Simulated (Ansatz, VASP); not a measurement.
One calculation of ZnO, two programs

File POSCAR:

```
ZnO
1.0
    3.2309097002      0.0000000000      0.0000000000
   -1.6154548501      2.7980498777      0.0000000000
    0.0000000000      0.0000000000      5.2156080707
Zn O
2 2
Direct
    0.3333333333      0.6666666667      0.0015299806
    0.6666666667      0.3333333333      0.5015299806
    0.3333333333      0.6666666667      0.3804700194
    0.6666666667      0.3333333333      0.8804700194
```

File INCAR.step1:

```
SYSTEM = ZnO
  PREC = Accurate
  ENCUT = 520
  ISMEAR = 0
  SIGMA = 0.01
  LREAL = .False.
  LASPH = .True.
  NELM = 80
  NBANDS = 26
  GGA = PE
  ALGO = Normal
  EDIFF = 1E-4
  LWAVE = .True.
  LCHARG = .False.
```

File INCAR.step2:

```
SYSTEM = ZnO
  PREC = Accurate
  ENCUT = 520
  EDIFF = 1E-6
  ISMEAR = 0
  SIGMA = 0.01
  LREAL = .False.
  LASPH = .True.
  NELM = 80
  ALGO = Normal
  ISIF = 2
  LWAVE = .False.
  LCHARG = .False.
  METAGGA = R2SCAN
  LMIXTAU = .True.
  NBANDS = 26
  ISTART = 1
```

File KPOINTS:

```
regular mesh
0
Gamma
  9 9 6
  0 0 0
```

Input for Ansatz:

```yaml
crystal:
  lattice:
    - [3.2309097002, 0.0, 0.0]
    - [-1.6154548501, 2.7980498777, 0.0]
    - [0.0, 0.0, 5.2156080707]
  atoms:
    - { symbol: Zn, position: [0.3333333333, 0.6666666667, 0.0015299806] }
    - { symbol: Zn, position: [0.6666666667, 0.3333333333, 0.5015299806] }
    - { symbol: O, position: [0.3333333333, 0.6666666667, 0.3804700194] }
    - { symbol: O, position: [0.6666666667, 0.3333333333, 0.8804700194] }
basis:
  ecutwfc: 500
  xc_grid: 2
kpoints:
  mp_grid: { grid: [9, 9, 6] }
hamiltonian:
  xc: r2scan
  pseudopotentials: { kind: paw, azcp: { folder: soft_1 } }
scf:
  occupations: { method: fixed }
output:
  forces: true
  stress: true
  eigenvalues: true
  polarization: {}
```

Change from the starting cell: polar distortion scaled by 1.00.

Alike in both runs: task single point; functional r2SCAN; k mesh 9 × 9 × 6; no spin polarisation.

```csv
,VASP,Ansatz
version,VASP 6.6.1,Ansatz 0.2.0
potentials or method,"VASP PAW PBE potentials, release 64 (Zn, O), cutoff 520 eV","scalar-relativistic, plane waves, PAW"
occupations,"gaussian, width 0.01 eV",fixed
valence electrons in the cell,36,36
```

VASP gave:

| Quantity | Value |
| --- | --- |
| gap on the k mesh at the Fermi level (eV) | 1.24 |
| least direct gap on the mesh (eV) | 1.24 |
| pressure (GPa) | 1.3 |
| traceless stress, the component that is largest in VASP (GPa) | -0.07 |
| rms of the force components (eV/Å) | 0.009 |

Estimate Ansatz's values.

gap on the k mesh at the Fermi level (eV): 1.24; least direct gap on the mesh (eV): 1.24; pressure (GPa): 0.3; traceless stress, the component that is largest in VASP (GPa): -0.11; rms of the force components (eV/Å): 0.003.

VASP's potentials were made for PBE, not for r2SCAN. Atom by atom the forces differ by 0.006 eV/Å (rms over components).
